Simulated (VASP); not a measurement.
# MgGa6N8 (a cell with a defect) in VASP: further runs

The runs below take MgGa6N8 (a cell with a defect) through single point, with PBE.

Everything below comes from runs of VASP 6.6.1. Logs are shortened: lines on timing, memory, paths and dates and some standing lists are left out, and cuts for length are marked.

### 1 The cell of the first run

The cell holds a defect, 15 atoms: a = 6.360 Å, b = 5.508 Å, c = 5.166 Å, α = 90.00°, β = 90.00°, γ = 90.00°.

### 2 Single point, PBE

Contents of INCAR:

```
SYSTEM = MgGa6N8
  PREC = Accurate
  ENCUT = 520
  EDIFF = 1E-6
  ISMEAR = -1
  SIGMA = 0.02
  LREAL = Auto
  LASPH = .TRUE.
  NELM = 60
  ALGO = Normal
  ISIF = 2
  LWAVE = .FALSE.
  LCHARG = .FALSE.
  GGA = PE
  NELECT = 122.0
  NBANDS = 73
```

Contents of KPOINTS:

```
Automatic mesh
0
G
  2 2 2
  0 0 0
```

Contents of POSCAR:

```
MgGa6N8
1.0
   -3.1800000000     -5.5079220000      0.0000000000
    4.7700000000     -2.7539610000      0.0000000000
    0.0000000000      0.0000000000      5.1660000000
Ga N Mg
6 8 1
Direct
    0.4727054663      0.3270954681     -0.0092193186
    0.5129114169      0.6631074016      0.4919204413
    0.2370614841      0.8254248468      0.0033370112
    0.2798160345      0.1610037715      0.5132489353
    0.0103543561      0.6723395917      0.5209134727
    0.7404846305      0.8390679508     -0.0092175765
    0.5062656471      0.3407986913      0.3581751839
    0.4880147498      0.6586614055      0.8677969415
    0.2616802759      0.8365526787      0.3779380565
    0.2401777811      0.1483269065      0.8799732869
    0.0578165946      0.3528443964      0.4121358885
   -0.0121819609      0.6633468269      0.8903941154
    0.7636529051      0.7959438655      0.3599934185
    0.7159837248      0.1559294015      0.8719560588
   -0.1119593286      0.3398342421      0.1111544715
```

Potentials or basis: VASP PAW PBE potentials, release 64 (Ga_d, N, Mg).

Command:

```sh
$ cat potpaw_PBE.64/Ga_d/POTCAR potpaw_PBE.64/N/POTCAR potpaw_PBE.64/Mg/POTCAR > POTCAR
$ mpirun -np 1 vasp_std > vasp.out
```

OUTCAR:

```text
SYSTEM = MgGa6N8
   PREC = Accurate
   ENCUT = 520
   EDIFF = 1E-6
   ISMEAR = -1
   LREAL = Auto
   LASPH = .TRUE.
   NELM = 60
   ISIF = 2
   GGA = PE
   NELECT = 122.0

 ion  position               nearest neighbor table
   1  0.473  0.327  0.991-  10 1.87   7 1.91  14 1.91   8 1.94  15 2.71   4 2.90
   2  0.513  0.663  0.492-  13 1.88   7 1.91   8 1.95   9 1.95
   3  0.237  0.825  0.003-  10 1.89  12 1.91   9 1.94   8 1.97
   4  0.280  0.161  0.513-  11 1.84  10 1.91   9 1.92   7 1.92   1 2.90
   5  0.010  0.672  0.521-  11 1.87  13 1.90  12 1.91   9 1.98  15 2.91
   6  0.740  0.839  0.991-  14 1.86  12 1.92  13 1.93   8 1.99  15 2.97  15 2.98
   7  0.506  0.341  0.358-   2 1.91   1 1.91   4 1.92
   8  0.488  0.659  0.868-   1 1.94   2 1.95   3 1.97   6 1.99
   9  0.262  0.837  0.378-   4 1.92   3 1.94   2 1.95   5 1.98
  10  0.240  0.148  0.880-   1 1.87   3 1.89   4 1.91
  11  0.058  0.353  0.412-   4 1.84   5 1.87  15 1.89
  12  0.988  0.663  0.890-   3 1.91   5 1.91   6 1.92  15 2.21
  13  0.764  0.796  0.360-   2 1.88   5 1.90   6 1.93
  14  0.716  0.156  0.872-   6 1.86   1 1.91  15 1.94
  15  0.888  0.340  0.111-  11 1.89  14 1.94  12 2.21   1 2.71   5 2.91   6 2.97   6 2.98

  LATTYP: Found a simple orthorhombic cell.
 ALAT       =     5.1660000000
 B/A-ratio  =     1.0661869292
 C/A-ratio  =     1.2311266694

  Lattice vectors:

 A1 = (   0.0000000000,   0.0000000000,  -5.1660000000)
 A2 = (   4.7700000000,  -2.7539610000,   0.0000000000)
 A3 = (  -3.1800000000,  -5.5079220000,   0.0000000000)

Analysis of symmetry for initial positions (statically):
=====================================================================
 Subroutine PRICEL returns:
 Original cell was already a primitive cell.

 Routine SETGRP: Setting up the symmetry group for a
 simple orthorhombic supercell.

 Subroutine GETGRP returns: Found  1 space group operations
 (whereof  1 operations were pure point group operations)
 out of a pool of  8 trial point group operations.

The static configuration has the point symmetry C_1 .

Analysis of symmetry for dynamics (positions and initial velocities):
=====================================================================
 Subroutine PRICEL returns:
 Original cell was already a primitive cell.

 Routine SETGRP: Setting up the symmetry group for a
 simple orthorhombic supercell.

 Subroutine GETGRP returns: Found  1 space group operations
 (whereof  1 operations were pure point group operations)
 out of a pool of  8 trial point group operations.

The dynamic configuration has the point symmetry C_1 .

 Subroutine INISYM returns: Found  1 space group operations
 (whereof  1 operations are pure point group operations),
 and found     1 'primitive' translations

----------------------------------------------------------------------------------------

                                     Primitive cell

  volume of cell :     180.9670

  direct lattice vectors                    reciprocal lattice vectors
    -3.180000000 -5.507922000  0.000000000    -0.078616352 -0.136167506  0.000000000
     4.770000000 -2.753961000  0.000000000     0.157232704 -0.090778337  0.000000000
     0.000000000  0.000000000  5.166000000     0.000000000  0.000000000  0.193573364

  length of vectors
     6.360000374  5.507921676  5.166000000     0.157232695  0.181556685  0.193573364

  position of ions in fractional coordinates (direct lattice)
     0.472705466  0.327095468  0.990780681
     0.512911417  0.663107402  0.491920441
     0.237061484  0.825424847  0.003337011
     0.279816035  0.161003771  0.513248935
     0.010354356  0.672339592  0.520913473
     0.740484630  0.839067951  0.990782424
     0.506265647  0.340798691  0.358175184
     0.488014750  0.658661405  0.867796942
     0.261680276  0.836552679  0.377938056
     0.240177781  0.148326907  0.879973287
     0.057816595  0.352844396  0.412135889
     0.987818039  0.663346827  0.890394115
     0.763652905  0.795943865  0.359993418
     0.715983725  0.155929402  0.871956059
     0.888040671  0.339834242  0.111154472

  ion indices of the primitive-cell ions
   primitive index   ion index
                 1           1
                 2           2
                 3           3
                 4           4
                 5           5
                 6           6
                 7           7
                 8           8
                 9           9
                10          10
                11          11
                12          12
                13          13
                14          14
                15          15

----------------------------------------------------------------------------------------

 KPOINTS: Automatic mesh

Automatic generation of k-mesh.
 Grid dimensions read from file:
 generate k-points for:    2    2    2

 Generating k-lattice:

  Cartesian coordinates                     Fractional coordinates (reciprocal lattice)
    -0.039308176 -0.068083753  0.000000000     0.500000000  0.000000000  0.000000000
     0.078616352 -0.045389169  0.000000000     0.000000000  0.500000000  0.000000000
     0.000000000  0.000000000  0.096786682     0.000000000  0.000000000  0.500000000

  Length of vectors
     0.078616348  0.090778342  0.096786682

  Shift w.r.t. Gamma in fractional coordinates (k-lattice)
     0.000000000  0.000000000  0.000000000

 Subroutine IBZKPT returns following result:
 ===========================================

 Found      8 irreducible k-points:

 Following reciprocal coordinates:
            Coordinates               Weight
  0.000000  0.000000  0.000000      1.000000
  0.500000  0.000000  0.000000      1.000000
 -0.000000  0.500000  0.000000      1.000000
  0.500000  0.500000  0.000000      1.000000
  0.000000  0.000000  0.500000      1.000000
  0.500000  0.000000  0.500000      1.000000
 -0.000000  0.500000  0.500000      1.000000
  0.500000  0.500000  0.500000      1.000000
   k-points           NKPTS =      8   k-points in BZ     NKDIM =      8   number of bands    NBANDS=     73
   number of dos      NEDOS =    301   number of ions     NIONS =     15
   total plane-waves  NPLWV =  80640
   dimension x,y,z NGX =    48 NGY =   42 NGZ =   40
   dimension x,y,z NGXF=    96 NGYF=   84 NGZF=   80
   ions per type =               6   8   1
   NGX,Y,Z   is equivalent  to a cutoff of  12.55, 12.68, 12.87 a.u.
   NGXF,Y,Z  is equivalent  to a cutoff of  25.09, 25.35, 25.74 a.u.
 SYSTEM =  MgGa6N8
   PREC   = accura    normal or accurate (medium, high low for compatibility)
   ISTART =      0    job   : 0-new  1-cont  2-samecut
   ICHARG =      2    charge: 1-file 2-atom 10-const
   ISPIN  =      1    spin polarized calculation?
   LNONCOLLINEAR =      F non collinear calculations
   LSORBIT =      F    spin-orbit coupling
   LASPH  =      T    aspherical Exc in radial PAW
   ENCUT  =  520.0 eV  38.22 Ry    6.18 a.u.  11.83 10.24  9.61*2*pi/ulx,y,z
   NELM   =     60;   NELMIN=  2; NELMDL= -5     # of ELM steps
   EDIFF  = 0.1E-05   stopping-criterion for ELM
   LREAL  =      T    real-space projection
   EDIFFG = 0.1E-04   stopping-criterion for IOM
   NSW    =      0    number of steps for IOM
   IBRION =     -1    ionic relax: 0-MD 1-quasi-New 2-CG
   NFREE  =      0    steps in history (QN), initial steepest desc. (CG)
   ISIF   =      2    stress and relaxation
   ISYM   =      2    0-nonsym 1-usesym 2-fastsym
   POTIM  = 0.5000    time-step for ionic-motion
   TEBEG  =    0.0;   TEEND  =   0.0 temperature during run
   PSTRESS=    0.0 pullay stress
   NELECT =     122.0000    total number of electrons
   NUPDOWN=      -1.0000    fix difference up-down
   EMIN   =  10.00;   EMAX   =-10.00  energy-range for DOS
   EFERMI =   0.00;   METHOD = LEGACY
   ISMEAR =    -1;   SIGMA  =   0.02  broadening in eV -4-tet -1-fermi 0-gaus
   EFERMI_NEDOS =   21; number of points for ismear=-14 and -15
   IALGO  =     38    algorithm
   IMIX   =      4    mixing-type and parameters
     AMIX     =   0.40;   BMIX     =  1.00
     AMIX_MAG =   1.60;   BMIX_MAG =  1.00
  volume/ion in A,a.u.               =      12.06        81.42
  Fermi-wavevector in a.u.,A,eV,Ry     =   1.435473  2.712651 28.035928  2.060583
  Thomas-Fermi vector in A             =   2.554768
   LORBIT       =      0    0 simple, 1 ext, 2 COOP (PROOUT), +10 PAW based schemes
   GGA     = PE    functional components
   LHFCALC =     F    Hartree Fock is set to
   AEXX    =    0.0000 exact exchange contribution
   IVDW    =     0    specifies the selected vdW correction
   LEPSILON=     F    determine dielectric tensor
   LRPA    =     F    only Hartree local field effects (RPA)
 non-spin polarized calculation
  energy-cutoff  :      520.00
  volume of cell :      180.97
 maximum number of plane-waves:      4901
 NGX is ok and might be reduce to    48
   NGX = 23   NGY = 21   NGZ = 19

 number of electron     122.0000027 magnetization

 Free energy of the ion-electron system (eV)
  ---------------------------------------------------
  ext. energy  EPLUGINS =         0.00000000
  ---------------------------------------------------
  free energy    TOTEN  =       -74.73171958 eV

  energy without entropy =      -74.71764365  energy(sigma->0) =      -74.72468162

 E-fermi :   4.3982     XC(G=0): -11.1408

 val. band max:        4.3844887154   @ k =   0.5000   0.0000   0.0000
 cond. band min:       4.4244010399   @ k =   0.5000   0.5000   0.0000
 fundamental gap:      0.0399123244
 Fermi energy:         4.3982251802

 k-point     1 :       0.0000    0.0000    0.0000
  band No.  band energies     occupation
      1     -11.8528      2.00000
      2     -11.2069      2.00000
      3     -10.9806      2.00000
      4     -10.9043      2.00000
      5     -10.7863      2.00000
      6     -10.6939      2.00000
[... 597 lines left out ...]
     72      12.0758      0.00000
     73      12.1740      0.00000

------------------------ aborting loop because EDIFF is reached ----------------------------------------

  FORCE on cell =-STRESS in cart. coord.  units (eV):
  Direction    XX          YY          ZZ          XY          YZ          ZX
  --------------------------------------------------------------------------------------
  -------------------------------------------------------------------------------------
  Total       30.4246116     27.6280201     30.0494436     -1.7707710     -5.6287306     -0.9033768
  in kB      269.3619992    244.6025878    266.0404772    -15.6773875    -49.8335412     -7.9979780
  external PRESSURE =     260.0016881 kB  Pullay stress =       0.0000000 kB

 VOLUME and BASIS-vectors are now :
 -----------------------------------------------------------------------------
  energy-cutoff  :      520.00
  volume of cell :      180.97
      direct lattice vectors                 reciprocal lattice vectors
    -3.180000000 -5.507922000  0.000000000    -0.078616352 -0.136167506  0.000000000
     4.770000000 -2.753961000  0.000000000     0.157232704 -0.090778337  0.000000000
     0.000000000  0.000000000  5.166000000     0.000000000  0.000000000  0.193573364

 POSITION                                       TOTAL-FORCE (eV/Angst)
 -----------------------------------------------------------------------------------
      0.05704     -3.50443      5.11837        -0.119324      0.017991      0.097206
      1.53196     -4.65125      2.54126        -0.018971      0.032899      0.081529
      3.18342     -3.57890      0.01724         0.009044     -0.000043      0.051839
     -0.12183     -1.98460      2.65144         0.045185      0.201713      0.169297
      3.17413     -1.90863      2.69104        -0.030457      0.068944      0.065430
      1.64761     -6.38929      5.11838         0.072831      0.001608      0.091011
      0.01568     -3.72702      1.85033         0.146031      0.250168      0.109699
      1.58993     -4.50187      4.48304        -0.035815      0.036236      0.091920
      3.15821     -3.74515      1.95243        -0.007285      0.046979      0.076511
     -0.05625     -1.73137      4.54594         0.136161      0.116750      0.177470
      1.49921     -1.29017      2.12909        -0.000998      0.099823      0.000771
      0.02290     -7.26766      4.59978        -0.016144      0.045997      0.063577
      1.36824     -6.39814      1.85973        -0.107532      0.115345      0.035067
     -1.53304     -4.37301      4.50452        -0.013939      0.083838      0.010677
     -1.20296     -5.82715      0.57422        -0.058785     -1.118248     -1.122005
 -----------------------------------------------------------------------------------
    total drift:                               -0.004729     -0.000240     -0.011700

  FREE ENERGIE OF THE ION-ELECTRON SYSTEM (eV)
  ---------------------------------------------------
  free  energy   TOTEN  =       -74.7317195848 eV

  energy  without entropy=      -74.7176436455  energy(sigma->0) =      -74.72468162
```

Run time: 4.9 min. Hardware: 1 thread of Intel Xeon 8259CL, shared host; peak memory 0.31 GiB.

Results:

```yaml
Free_energy: -74.7317 eV
Largest_force: 1.585 eV/Å
```

Forces in eV/Å, atoms in the order of the input:
```
Ga  -0.119  0.018  0.097
Ga  -0.019  0.033  0.082
Ga   0.009  0.000  0.052
Ga   0.045  0.202  0.169
Ga  -0.030  0.069  0.065
Ga   0.073  0.002  0.091
N    0.146  0.250  0.110
N   -0.036  0.036  0.092
N   -0.007  0.047  0.077
N    0.136  0.117  0.177
N   -0.001  0.100  0.001
N   -0.016  0.046  0.064
N   -0.108  0.115  0.035
N   -0.014  0.084  0.011
Mg  -0.059 -1.118 -1.122
```

Levels at points of the mesh, in eV from the Fermi level:
```csv
k point,band 58,band 59,band 60,band 61,band 62,band 63,band 64,band 65
"(0.00, 0.00, 0.00)",-0.62,-0.25,0.03,0.10,0.30,2.29,4.40,5.44
"(0.50, 0.00, 0.00)",-0.81,-0.49,-0.35,-0.14,-0.01,4.04,4.66,5.26
"(0.00, 0.50, 0.00)",-0.76,-0.40,-0.31,-0.16,0.23,4.00,4.79,5.22
"(0.50, 0.50, 0.00)",-0.98,-0.57,-0.37,-0.30,0.03,5.06,5.18,5.62
"(0.00, 0.00, 0.50)",-0.49,-0.33,-0.29,-0.02,0.14,4.17,4.31,4.85
"(0.50, 0.00, 0.50)",-1.03,-0.84,-0.65,-0.23,0.11,5.30,5.34,5.47
"(0.00, 0.50, 0.50)",-0.94,-0.91,-0.36,-0.22,0.03,4.40,4.75,4.90
"(0.50, 0.50, 0.50)",-1.45,-0.77,-0.55,-0.28,-0.11,5.19,5.32,5.44
```

Caveat: the k points lie up to 0.61 Å⁻¹ apart; the cell carries a net charge on a neutralising background, which shifts energy and pressure; the cell is charged against a uniform background, so pressure and absolute levels hang on convention.

(Continued in part 2 of 3.)
